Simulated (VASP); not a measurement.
Runs of VASP 6.6.1 on Os. The structure is hexagonal, space group P6_3/mmc (No. 194). Conventional cell: a = 2.756 Å, b = 2.756 Å, c = 4.343 Å, α = 90.00°, β = 90.00°, γ = 120.00°. Os (site symmetry -6m2) has 12 Os at 2.69 to 2.76 Å within 3.5 Å. 

| potentials or basis | k mesh | cutoff (eV) | smearing | second run | gap on the mesh (eV) | pressure (GPa) |
| --- | --- | --- | --- | --- | --- | --- |
| VASP PAW PBE potentials, release 64 (Os) | 13 × 13 × 7 | 520 | fermi-dirac 0.6 eV | - | none | 8.8 |
| VASP PAW PBE potentials, release 64 (Os) | 13 × 13 × 7 | 520 | fermi-dirac 0.3 eV | - | none | 1.5 |
| VASP PAW PBE potentials, release 64 (Os_sv_GW) | 2 × 2 × 1 | 500 | fermi-dirac 0.1 eV | valence_matched | none | 5.1 |
| VASP PAW PBE potentials, release 64 (Os) | 13 × 13 × 7 | 520 | fermi-dirac 0.1 eV | - | none | -0.2 |
| VASP PAW PBE potentials, release 64 (Os) | 5 × 5 × 3 | 520 | fermi-dirac 0.1 eV | - | none | (c) |
| VASP PAW PBE potentials, release 64 (Os) | 13 × 13 × 7 | 520 | fermi-dirac 0.03 eV | - | none | -0.4 |
| VASP PAW PBE potentials, release 64 (Os) | 2 × 2 × 1 | 520 | fermi-dirac 0.1 eV | - | none | (a) |
| VASP PAW PBE potentials, release 64 (Os) | 3 × 3 × 2 | 520 | fermi-dirac 0.1 eV | - | none | 9.0 |
| VASP PAW PBE potentials, release 64 (Os) | 13 × 13 × 7 | 520 | fermi-dirac 0.2 eV | - | none | (b) |
| VASP PAW PBE potentials, release 64 (Os) | 13 × 13 × 7 | 520 | fermi-dirac 0.01 eV | - | none | -0.4 |
| VASP PAW PBE potentials, release 64 (Os) | 11 × 11 × 6 | 520 | fermi-dirac 0.1 eV | - | none | 0.0 |
| VASP PAW PBE potentials, release 64 (Os) | 8 × 8 × 5 | 520 | fermi-dirac 0.1 eV | - | none | -0.7 |

Alike in all rows: task single point; level PBE; no spin polarisation; cell as given.

Task: Fill in the values left out.

Result: (a) 6.5; (b) 0.4; (c) 0.9.

Caveats: some runs use coarse meshes; spin-orbit coupling is left out, which moves the levels of the heavy elements.

A k mesh can miss the band edges, and the runs leave out spin-orbit coupling on Os.

A gap of «none» marks levels without a gap at the run's occupations.

The runs don't all hold the same shells in valence.
